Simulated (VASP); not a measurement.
# BeGa3 (I4/mmm) in VASP: a series of runs

The runs below take BeGa3 through single point, with PBE, LDA, r2SCAN.

Everything below comes from runs of VASP 6.6.1. Logs are shortened: lines on timing, memory, paths and dates and some standing lists are left out, and cuts for length are marked.

## (1) The cell of the first run

Symmetry: I4/mmm, No. 139, tetragonal system. Conventional cell: a = 4.087 Å, b = 4.087 Å, c = 7.581 Å, α = 90.00°, β = 90.00°, γ = 90.00°. Be (site symmetry 4/mmm) has 14 Ga at 2.79 to 3.79 Å within 3.8 Å. Within 3.8 Å of Ga (site symmetry -4m2) lie 4 Be at 2.79 Å and 10 Ga at 2.79 to 3.79 Å. Ga (site symmetry 4/mmm) has 8 Ga at 2.79 Å and 6 Be at 2.89 to 3.79 Å within 3.8 Å.

## (2) Single point, PBE

The input, INCAR:

```
SYSTEM = BeGa3
ALGO = Normal
EDIFF = 1E-6
ENCUT = 600
GGA = PE
GGA_COMPAT = .False.
ISIF = 2
ISMEAR = 0
LASPH = .True.
LCHARG = .True.
LELF = .True.
LREAL = .False.
LVHAR = .True.
LWAVE = .False.
NBANDS = 28
NELM = 120
PREC = Accurate
SIGMA = 0.1
```

The input, KPOINTS:

```
k-points
0
Gamma
  2 2 2
  0 0 0
```

The input, POSCAR:

```
BeGa3
1.0
   -2.0436200000      2.0436200000      3.7906850000
    2.0436200000     -2.0436200000      3.7906850000
    2.0436200000      2.0436200000     -3.7906850000
Be Ga
1 3
Direct
    0.0000000000      0.0000000000      0.0000000000
    0.7500000000      0.2500000000      0.5000000000
    0.2500000000      0.7500000000      0.5000000000
    0.5000000000      0.5000000000      0.0000000000
```

Potentials or basis: VASP PAW PBE potentials, release 64 (Be, Ga_d).

Launch:

```sh
cat potpaw_PBE.64/Be/POTCAR potpaw_PBE.64/Ga_d/POTCAR > POTCAR
mpirun -np 1 vasp_std > vasp.out
```

OUTCAR:

```text
SYSTEM = BeGa3
   EDIFF = 1E-6
   ENCUT = 600
   GGA = PE
   ISIF = 2
   ISMEAR = 0
   LASPH = .True.
   LREAL = .False.
   NELM = 120
   PREC = Accurate

 ion  position               nearest neighbor table
   1  0.000  0.000  0.000-
   2  0.750  0.250  0.500-   4 2.79   4 2.79   4 2.79   4 2.79   3 2.89   3 2.89   3 2.89   3 2.89

   3  0.250  0.750  0.500-   4 2.79   4 2.79   4 2.79   4 2.79   2 2.89   2 2.89   2 2.89   2 2.89

   4  0.500  0.500  0.000-   3 2.79   2 2.79   3 2.79   2 2.79   2 2.79   3 2.79   2 2.79   3 2.79

  LATTYP: Found a body centered tetragonal cell.
 ALAT       =     4.0872400000
 C/A-ratio  =     1.8548874057

  Lattice vectors:

 A1 = (  -2.0436200000,   2.0436200000,   3.7906850000)
 A2 = (   2.0436200000,  -2.0436200000,   3.7906850000)
 A3 = (   2.0436200000,   2.0436200000,  -3.7906850000)

Analysis of symmetry for initial positions (statically):
=====================================================================
 Subroutine PRICEL returns:
 Original cell was already a primitive cell.

 Routine SETGRP: Setting up the symmetry group for a
 body centered tetragonal supercell.

 Subroutine GETGRP returns: Found 16 space group operations
 (whereof 16 operations were pure point group operations)
 out of a pool of 16 trial point group operations.

The static configuration has the point symmetry D_4h.

Analysis of symmetry for dynamics (positions and initial velocities):
=====================================================================
 Subroutine PRICEL returns:
 Original cell was already a primitive cell.

 Routine SETGRP: Setting up the symmetry group for a
 body centered tetragonal supercell.

 Subroutine GETGRP returns: Found 16 space group operations
 (whereof 16 operations were pure point group operations)
 out of a pool of 16 trial point group operations.

The dynamic configuration has the point symmetry D_4h.

 Subroutine INISYM returns: Found 16 space group operations
 (whereof 16 operations are pure point group operations),
 and found     1 'primitive' translations

----------------------------------------------------------------------------------------

                                     Primitive cell

[... 68 lines left out ...]
   LNONCOLLINEAR =      F non collinear calculations
   LSORBIT =      F    spin-orbit coupling
   LASPH  =      T    aspherical Exc in radial PAW
   ENCUT  =  600.0 eV  44.10 Ry    6.64 a.u.   9.52  9.52  9.52*2*pi/ulx,y,z
   NELM   =    120;   NELMIN=  2; NELMDL= -5     # of ELM steps
   EDIFF  = 0.1E-05   stopping-criterion for ELM
   LREAL  =      F    real-space projection
   EDIFFG = 0.1E-04   stopping-criterion for IOM
   NSW    =      0    number of steps for IOM
   IBRION =     -1    ionic relax: 0-MD 1-quasi-New 2-CG
   NFREE  =      0    steps in history (QN), initial steepest desc. (CG)
   ISIF   =      2    stress and relaxation
   ISYM   =      2    0-nonsym 1-usesym 2-fastsym
   POTIM  = 0.5000    time-step for ionic-motion
   TEBEG  =    0.0;   TEEND  =   0.0 temperature during run
   PSTRESS=    0.0 pullay stress
   NELECT =      41.0000    total number of electrons
   NUPDOWN=      -1.0000    fix difference up-down
   EMIN   =  10.00;   EMAX   =-10.00  energy-range for DOS
   EFERMI =   0.00;   METHOD = LEGACY
   ISMEAR =     0;   SIGMA  =   0.10  broadening in eV -4-tet -1-fermi 0-gaus
   EFERMI_NEDOS =   21; number of points for ismear=-14 and -15
   IALGO  =     38    algorithm
   IMIX   =      4    mixing-type and parameters
     AMIX     =   0.40;   BMIX     =  1.00
     AMIX_MAG =   1.60;   BMIX_MAG =  1.00
  volume/ion in A,a.u.               =      15.83       106.84
  Fermi-wavevector in a.u.,A,eV,Ry     =   1.416262  2.676346 27.290521  2.005797
  Thomas-Fermi vector in A             =   2.537614
   LORBIT       =      0    0 simple, 1 ext, 2 COOP (PROOUT), +10 PAW based schemes
   GGA     = PE    functional components
   LHFCALC =     F    Hartree Fock is set to
   AEXX    =    0.0000 exact exchange contribution
   IVDW    =     0    specifies the selected vdW correction
   LEPSILON=     F    determine dielectric tensor
   LRPA    =     F    only Hartree local field effects (RPA)
 non-spin polarized calculation
 Gauss-broadening in eV      SIGMA  =   0.10
  energy-cutoff  :      600.00
  volume of cell :       63.33
 maximum number of plane-waves:      2128
 NGX is ok and might be reduce to    40
   NGX = 19   NGY = 19   NGZ = 19

 number of electron      40.9999991 magnetization

 Free energy of the ion-electron system (eV)
  ---------------------------------------------------
  ext. energy  EPLUGINS =         0.00000000
  ---------------------------------------------------
  free energy    TOTEN  =       -10.18373929 eV

  energy without entropy =      -10.14021946  energy(sigma->0) =      -10.16197937

 E-fermi :   6.2286     XC(G=0): -11.0919

 val. band max:        6.1346660098   @ k =   0.0000   0.0000   0.0000
 cond. band min:       6.2329706319   @ k =   0.5000  -0.0000   0.0000
 fundamental gap:      0.0983046221
 Fermi energy:         6.2286436535

 k-point     1 :       0.0000    0.0000    0.0000
  band No.  band energies     occupation
      1      -9.0190      2.00000
      2      -8.9720      2.00000
      3      -8.9424      2.00000
      4      -8.8742      2.00000
      5      -8.8742      2.00000
      6      -8.8382      2.00000
[... 113 lines left out ...]
     27      13.6858      0.00000
     28      13.9789      0.00000

------------------------ aborting loop because EDIFF is reached ----------------------------------------

  FORCE on cell =-STRESS in cart. coord.  units (eV):
  Direction    XX          YY          ZZ          XY          YZ          ZX
  --------------------------------------------------------------------------------------
  -------------------------------------------------------------------------------------
  Total       -1.4634653     -1.4634653      7.0453180      0.0000000      0.0000000     -0.0000000
  in kB      -37.0267019    -37.0267019    178.2515043      0.0000000      0.0000000     -0.0000000
  external PRESSURE =      34.7327001 kB  Pullay stress =       0.0000000 kB

 VOLUME and BASIS-vectors are now :
 -----------------------------------------------------------------------------
  energy-cutoff  :      600.00
  volume of cell :       63.33
      direct lattice vectors                 reciprocal lattice vectors
    -2.043620000  2.043620000  3.790685000     0.000000000  0.244663881  0.131902282
     2.043620000 -2.043620000  3.790685000     0.244663881  0.000000000  0.131902282
     2.043620000  2.043620000 -3.790685000     0.244663881  0.244663881  0.000000000

 POSITION                                       TOTAL-FORCE (eV/Angst)
 -----------------------------------------------------------------------------------
      0.00000      0.00000      0.00000        -0.000000     -0.000000     -0.000000
      0.00000      2.04362      1.89534         0.000000     -0.000000      0.000000
      2.04362      0.00000      1.89534         0.000000      0.000000      0.000000
      0.00000      0.00000      3.79068        -0.000000     -0.000000     -0.000000
 -----------------------------------------------------------------------------------
    total drift:                               -0.000000     -0.000000      0.000000

  FREE ENERGIE OF THE ION-ELECTRON SYSTEM (eV)
  ---------------------------------------------------
  free  energy   TOTEN  =       -10.1837392894 eV

  energy  without entropy=      -10.1402194580  energy(sigma->0) =      -10.16197937
```

OSZICAR:

```text
N       E                     dE             d eps       ncg     rms          rms(c)
DAV:   1     0.255553268113E+03    0.25555E+03   -0.21788E+04   240   0.293E+03
DAV:   2     0.173121447730E+02   -0.23824E+03   -0.23350E+03   240   0.500E+02
DAV:   3    -0.946062123365E+01   -0.26773E+02   -0.26378E+02   236   0.136E+02
DAV:   4    -0.102682085762E+02   -0.80759E+00   -0.78252E+00   288   0.245E+01
DAV:   5    -0.102845924648E+02   -0.16384E-01   -0.16381E-01   248   0.330E+00    0.195E+00
DAV:   6    -0.102012406225E+02    0.83352E-01   -0.16430E-01   320   0.781E+00    0.107E+00
DAV:   7    -0.101866656512E+02    0.14575E-01   -0.91153E-02   292   0.340E+00    0.319E-01
DAV:   8    -0.101838532561E+02    0.28124E-02   -0.67734E-03   256   0.269E+00    0.117E-01
DAV:   9    -0.101837241358E+02    0.12912E-03   -0.30498E-03   276   0.688E-01    0.359E-02
DAV:  10    -0.101837383579E+02   -0.14222E-04   -0.36294E-04   248   0.306E-01    0.126E-02
DAV:  11    -0.101837380916E+02    0.26633E-06   -0.35496E-05   332   0.191E-01    0.434E-03
DAV:  12    -0.101837394253E+02   -0.13337E-05   -0.79880E-06   264   0.323E-02    0.174E-03
DAV:  13    -0.101837392894E+02    0.13585E-06   -0.10546E-06   140   0.138E-02
   1 F= -.10183739E+02 E0= -.10161979E+02  d E =-.435198E-01
```

stdout:

```text
POSCAR found type information on POSCAR BeGa
 POSCAR found :  2 types and       4 ions
 scaLAPACK will be used
 LDA part: xc-table for (Slater+PW92), standard interpolation
 POSCAR, INCAR and KPOINTS ok, starting setup
 FFT: planning ... GRIDC
 FFT: planning ... GRID_SOFT
 FFT: planning ... GRID
 WAVECAR not read
 entering main loop
```

Run time: 37 s. Hardware: 1 thread of AMD EPYC 7R13, shared host; peak memory 0.23 GiB.

Results:

```
Free energy            : -10.1837 eV
Pressure               : 3.5 GPa
Band gap on the k mesh : zero (an odd number of electrons rules out a gap without spin polarisation)
```

Caveat: the k points lie up to 0.87 Å⁻¹ apart, too coarse for converged energies and pressures of a metal.

## (3) Single point, LDA

The input, INCAR:

```
  PREC = Accurate
  ENCUT = 600
  EDIFF = 1E-6
  ISMEAR = 0
  SIGMA = 0.1
  LREAL = False
  LASPH = True
  NELM = 120
  ALGO = Normal
  ISIF = 2
  LWAVE = False
  LCHARG = False
  GGA = CA
  NBANDS = 28
  GGA_COMPAT = False
```

The input, KPOINTS:

```
Automatic mesh
0
Gamma
  2 2 2
```

POSCAR is that of step 2.

Potentials or basis: VASP PAW LDA potentials, release 64 (Be, Ga_d).

Launch:

```sh
cat potpaw_LDA.64/Be/POTCAR potpaw_LDA.64/Ga_d/POTCAR > POTCAR
mpirun -np 1 vasp_std > vasp.out
```

Run time: 22 s. Hardware: 1 thread of AMD EPYC 7R13, shared host; peak memory 0.2 GiB.

Results (log left out):

```yaml
Free_energy: -12.6616 eV
Pressure: -1.9 GPa
Band_gap_on_the_k_mesh: zero (an odd number of electrons rules out a gap without spin polarisation)
```

Stress tensor (GPa, compression positive):
```
-8.90  0.00  0.00
 0.00 -8.90  0.00
 0.00  0.00 11.96
```

Levels at points of the mesh, in eV from the Fermi level:
| k point | band 17 | band 18 | band 19 | band 20 | band 21 | band 22 | band 23 | band 24 | band 25 | band 26 |
| --- | --- | --- | --- | --- | --- | --- | --- | --- | --- | --- |
| (0.00, 0.00, 0.00) | -2.04 | -1.08 | -0.77 | -0.36 | -0.36 | -0.08 | -0.08 | 1.13 | 1.25 | 1.62 |
| (0.50, 0.00, 0.00) | -8.34 | -3.63 | -3.02 | 0.00 | 0.11 | 0.37 | 1.13 | 4.73 | 5.13 | 5.57 |
| (0.50, 0.50, 0.00) | -7.01 | -5.07 | -4.51 | -4.25 | -3.08 | 2.69 | 2.90 | 3.50 | 4.35 | 8.17 |
| (0.50, 0.50, 0.50) | -8.51 | -3.11 | -3.11 | -2.53 | -0.90 | 5.09 | 5.89 | 5.89 | 6.06 | 7.37 |

Caveat: the k points lie up to 0.87 Å⁻¹ apart, too coarse for converged energies and pressures of a metal.

## (4) Single point, PBE

INCAR, as its differences from that of step 3:

```diff
@@ -12,3 +12,3 @@
   LCHARG = False
-  GGA = CA
+  GGA = PE
   NBANDS = 28
```

The input, KPOINTS:

```
regular mesh
0
Gamma
  2 2 2
```

POSCAR is that of step 3.

Potentials or basis: VASP PAW PBE potentials, release 64 (Be, Ga_d).

Launch:

```sh
cat potpaw_PBE.64/Be/POTCAR potpaw_PBE.64/Ga_d/POTCAR > POTCAR
mpirun -np 1 vasp_std > vasp.out
```

It took 32 s on 1 thread of AMD EPYC 7R13, shared host; peak memory 0.23 GiB.

Results (log left out):

* Free energy: -10.1837 eV
* Pressure: 3.5 GPa
* Band gap on the k mesh: zero (an odd number of electrons rules out a gap without spin polarisation)

Stress tensor (GPa, compression positive):
```
-3.70  0.00  0.00
 0.00 -3.70  0.00
 0.00  0.00 17.83
```

Levels at points of the mesh, in eV from the Fermi level:
| k point | band 19 | band 20 | band 21 | band 22 | band 23 | band 24 |
| --- | --- | --- | --- | --- | --- | --- |
| (0.00, 0.00, 0.00) | -0.66 | -0.36 | -0.36 | -0.09 | -0.09 | 1.10 |
| (0.50, 0.00, 0.00) | -3.03 | 0.00 | 0.10 | 0.43 | 1.16 | 4.82 |
| (0.50, 0.50, 0.00) | -4.53 | -4.27 | -3.12 | 2.70 | 2.94 | 3.57 |
| (0.50, 0.50, 0.50) | -3.12 | -2.42 | -0.92 | 5.16 | 5.97 | 5.97 |

Caveat: the k points lie up to 0.87 Å⁻¹ apart, too coarse for converged energies and pressures of a metal.

## (5) Single point, PBE

The input, INCAR:

```
ALGO     = Normal         # electronic algorithm
EDIFF    = 1E-6           # SCF threshold, eV
ENCUT    = 600            # plane-wave cutoff, eV
GGA      = PE             # functional
GGA_COMPAT= F            
ISIF     = 2              # what is computed and relaxed
ISMEAR   = 0              # smearing method
ISYM     = 0            
LASPH    = T              # aspherical terms in the spheres
LCHARG   = F              # write CHGCAR
LREAL    = F              # projectors in reciprocal space
LWAVE    = F              # write WAVECAR
NBANDS   = 28             # bands
NELM     = 120            # most SCF steps
PREC     = Accurate       # precision mode
SIGMA    = 0.1            # smearing width, eV
```

The input, KPOINTS:

```
Automatic mesh
0
Gamma
  2 2 2
  0.19 0.54 0.44
```

POSCAR is that of step 4.

Potentials or basis: VASP PAW PBE potentials, release 64 (Be, Ga_d).

Launch:

```sh
cat potpaw_PBE.64/Be/POTCAR potpaw_PBE.64/Ga_d/POTCAR > POTCAR
mpirun -np 1 vasp_std > vasp.out
```

OUTCAR:

```text
EDIFF = 1E-6
   ENCUT = 600
   GGA = PE
   ISIF = 2
   ISMEAR = 0
   ISYM = 0
   LASPH = T
   LREAL = F
   NELM = 120
   PREC = Accurate

 ion  position               nearest neighbor table
   1  0.000  0.000  0.000-
   2  0.750  0.250  0.500-   4 2.79   4 2.79   4 2.79   4 2.79   3 2.89   3 2.89   3 2.89   3 2.89

   3  0.250  0.750  0.500-   4 2.79   4 2.79   4 2.79   4 2.79   2 2.89   2 2.89   2 2.89   2 2.89

   4  0.500  0.500  0.000-   3 2.79   2 2.79   3 2.79   2 2.79   2 2.79   3 2.79   2 2.79   3 2.79

IMPORTANT INFORMATION: All symmetrisations will be switched off!
NOSYMM: (Re-)initialisation of all symmetry stuff for point group C_1.

----------------------------------------------------------------------------------------

                                     Primitive cell

  volume of cell :      63.3254

  direct lattice vectors                    reciprocal lattice vectors
    -2.043620000  2.043620000  3.790685000     0.000000000  0.244663881  0.131902282
     2.043620000 -2.043620000  3.790685000     0.244663881  0.000000000  0.131902282
     2.043620000  2.043620000 -3.790685000     0.244663881  0.244663881  0.000000000

  length of vectors
     4.766766008  4.766766008  4.766766008     0.277954360  0.277954360  0.346006978

  position of ions in fractional coordinates (direct lattice)
     0.000000000  0.000000000  0.000000000
     0.750000000  0.250000000  0.500000000
     0.250000000  0.750000000  0.500000000
     0.500000000  0.500000000  0.000000000

  ion indices of the primitive-cell ions
   primitive index   ion index
                 1           1
                 2           2
                 3           3
                 4           4

----------------------------------------------------------------------------------------

[... 85 lines left out ...]
   EFERMI_NEDOS =   21; number of points for ismear=-14 and -15
   IALGO  =     38    algorithm
   IMIX   =      4    mixing-type and parameters
     AMIX     =   0.40;   BMIX     =  1.00
     AMIX_MAG =   1.60;   BMIX_MAG =  1.00
  volume/ion in A,a.u.               =      15.83       106.84
  Fermi-wavevector in a.u.,A,eV,Ry     =   1.416262  2.676346 27.290521  2.005797
  Thomas-Fermi vector in A             =   2.537614
   LORBIT       =      0    0 simple, 1 ext, 2 COOP (PROOUT), +10 PAW based schemes
   GGA     = PE    functional components
   LHFCALC =     F    Hartree Fock is set to
   AEXX    =    0.0000 exact exchange contribution
   IVDW    =     0    specifies the selected vdW correction
   LEPSILON=     F    determine dielectric tensor
   LRPA    =     F    only Hartree local field effects (RPA)
 non-spin polarized calculation
 Gauss-broadening in eV      SIGMA  =   0.10
  energy-cutoff  :      600.00
  volume of cell :       63.33
 maximum number of plane-waves:      2125
 NGX is ok and might be reduce to    40
   NGX = 19   NGY = 19   NGZ = 19

 number of electron      40.9999991 magnetization

 Free energy of the ion-electron system (eV)
  ---------------------------------------------------
  ext. energy  EPLUGINS =         0.00000000
  ---------------------------------------------------
  free energy    TOTEN  =       -10.98831933 eV

  energy without entropy =      -10.96698913  energy(sigma->0) =      -10.97765423

 E-fermi :   6.1678     XC(G=0): -11.1033

 val. band max:        6.1511752471   @ k =   0.2700   0.0950   0.4150
 cond. band min:       6.1919475094   @ k =  -0.0950   0.2300   0.0850
 fundamental gap:      0.0407722623
 Fermi energy:         6.1678261574

 k-point     1 :       0.0950   -0.2300    0.2200
  band No.  band energies     occupation
      1      -9.0765      2.00000
      2      -9.0591      2.00000
      3      -9.0351      2.00000
      4      -9.0170      2.00000
      5      -8.9973      2.00000
      6      -8.8302      2.00000
[... 733 lines left out ...]
     27      14.7244      0.00000
     28      15.0199      0.00000

 [... further k-points ...]

------------------------ aborting loop because EDIFF is reached ----------------------------------------

  FORCE on cell =-STRESS in cart. coord.  units (eV):
  Direction    XX          YY          ZZ          XY          YZ          ZX
  --------------------------------------------------------------------------------------
  -------------------------------------------------------------------------------------
  Total        1.2273924      1.2273631     -0.5927587     -0.0000195     -0.0000295     -0.0000378
  in kB       31.0538926     31.0531493    -14.9972133     -0.0004928     -0.0007451     -0.0009568
  external PRESSURE =      15.7032762 kB  Pullay stress =       0.0000000 kB

 VOLUME and BASIS-vectors are now :
 -----------------------------------------------------------------------------
  energy-cutoff  :      600.00
  volume of cell :       63.33
      direct lattice vectors                 reciprocal lattice vectors
    -2.043620000  2.043620000  3.790685000     0.000000000  0.244663881  0.131902282
     2.043620000 -2.043620000  3.790685000     0.244663881  0.000000000  0.131902282
     2.043620000  2.043620000 -3.790685000     0.244663881  0.244663881  0.000000000

 POSITION                                       TOTAL-FORCE (eV/Angst)
 -----------------------------------------------------------------------------------
      0.00000      0.00000      0.00000         0.000006      0.000009     -0.000003
      0.00000      2.04362      1.89534         0.000003     -0.000037     -0.000004
      2.04362      0.00000      1.89534        -0.000010      0.000022      0.000010
      0.00000      0.00000      3.79068         0.000002      0.000006     -0.000003
 -----------------------------------------------------------------------------------
    total drift:                               -0.000023     -0.000034      0.000010

  FREE ENERGIE OF THE ION-ELECTRON SYSTEM (eV)
  ---------------------------------------------------
  free  energy   TOTEN  =       -10.9883193344 eV

  energy  without entropy=      -10.9669891316  energy(sigma->0) =      -10.97765423
```

It took 3.9 min on 1 thread of AMD EPYC 7R13, shared host; peak memory 0.31 GiB.

What came out:

```
Free energy            : -10.9883 eV
Pressure               : 1.6 GPa
Band gap on the k mesh : zero (an odd number of electrons rules out a gap without spin polarisation)
```

Stress tensor (GPa, compression positive):
```
 3.11  0.00  0.00
 0.00  3.11  0.00
 0.00  0.00 -1.50
```

Caveat: the k points lie up to 0.87 Å⁻¹ apart, too coarse for converged energies and pressures of a metal.

[end of part 1 of 2]

The gap in the log of VASP goes by the Fermi energy; the results here count the filled bands.